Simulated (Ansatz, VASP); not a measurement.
**One calculation of ZnO, two programs**

```
Zn O
1.0
     0.00000    2.13377    2.13377
     2.16855    0.00000    2.13377
     2.16855    2.13377    0.00000
Zn O
1 1
Direct
  0.00000 0.00000 0.00000
  0.50000 0.50000 0.50000
```

Change from the starting cell: uniaxial_x strain +1.6%.

Alike in both runs: task single point; functional PBE; k mesh 10 × 10 × 10; occupations fermi-dirac, width 0.02 eV; no spin polarisation.

|  | VASP | Ansatz |
| --- | --- | --- |
| version | VASP 6.6.1 | Ansatz 0.2.0 |
| potentials or method | VASP PAW PBE potentials, release 64 (Zn, O_h) | plane waves, PAW |
| plane-wave cutoff (eV) | 910 | 420 |
| valence electrons in the cell | 18 | 18 |

VASP gave:

```
gap on the k mesh at the Fermi level (eV) : 0.80
```

Q: What did Ansatz give for the same quantities?

A: gap on the k mesh at the Fermi level (eV): 0.83.

The functional is the same, so the differences come from potentials, cutoffs and numerics.

Noted on VASP's run: the cutoff is short for stress, so the pressure is rough.
